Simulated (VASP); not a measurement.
Wanted: the native input for a VASP 6.6.1 run.

```
Task                   : single point
Functional             : PBE
Potentials or basis    : VASP PAW PBE potentials, release 64 (Al, B, P)
Cutoff                 : 520 eV
k mesh                 : 6 × 6 × 1
Occupations            : gaussian, width 0.1 eV
Spin                   : no spin polarisation
Dipole correction      : no
Further INCAR settings : ALGO = Normal; EDIFF = 1e-06; NBANDS = 36
```

The structure of Al2BP3 lies in POSCAR:

```
Al2BP3
1.0
    3.6542213800      0.0000000000      0.0000000000
   -1.8271106900      3.1646485462      0.0000000000
    0.0000000000      0.0000000000     18.4758446581
Al B P
4 2 6
Direct
    0.3333333333      0.6666666667     -0.0048532410
    0.3333333333      0.6666666667      0.6732431531
    0.6666666667      0.3333333333      0.1732431531
    0.6666666667      0.3333333333      0.4951467590
    0.3333333333      0.6666666667      0.3365675352
    0.6666666667      0.3333333333      0.8365675352
    0.3333333333      0.6666666667      0.1228258247
    0.3333333333      0.6666666667      0.4443796902
    0.3333333333      0.6666666667      0.8028370478
    0.6666666667      0.3333333333      0.3028370478
    0.6666666667      0.3333333333      0.6228258247
    0.6666666667      0.3333333333      0.9443796902
```

These files were run (other wordings do the same):

INCAR

```
SYSTEM = Al2BP3
PREC     = Accurate       ! precision mode
ENCUT    = 520            ! plane-wave cutoff, eV
EDIFF    = 1E-6           ! SCF threshold, eV
ISMEAR   = 0              ! smearing method
SIGMA    = 0.1            ! smearing width, eV
LREAL    = .FALSE.        ! projectors in reciprocal space
LASPH    = .TRUE.         ! aspherical terms in the spheres
NELM     = 100            ! most SCF steps
ALGO     = Normal         ! electronic algorithm
ISIF     = 2              ! what is computed and relaxed
LWAVE    = .FALSE.        ! write WAVECAR
LCHARG   = .FALSE.        ! write CHGCAR
GGA      = PE             ! functional
NBANDS   = 36             ! bands
```

KPOINTS

```
Automatic mesh
0
G
  6 6 1
  0 0 0
```

Potentials or basis: VASP PAW PBE potentials, release 64 (Al, B, P).

Command:

```bash
$ cat potpaw_PBE.64/Al/POTCAR potpaw_PBE.64/B/POTCAR potpaw_PBE.64/P/POTCAR > POTCAR
$ mpirun -np 1 vasp_std > vasp.out
```

Results of the run:

```json
{
 "Pressure": "0.0 GPa",
 "Largest force": "0.023 eV/Å",
 "Band gap on the k mesh": "0.92 eV, indirect (least direct gap 0.99 eV)"
}
```

Run time: 28 s on 1 thread of Intel(R) Xeon(R) 6975P-C (Granite Rapids), on a shared host, peak memory 0.32 GiB.
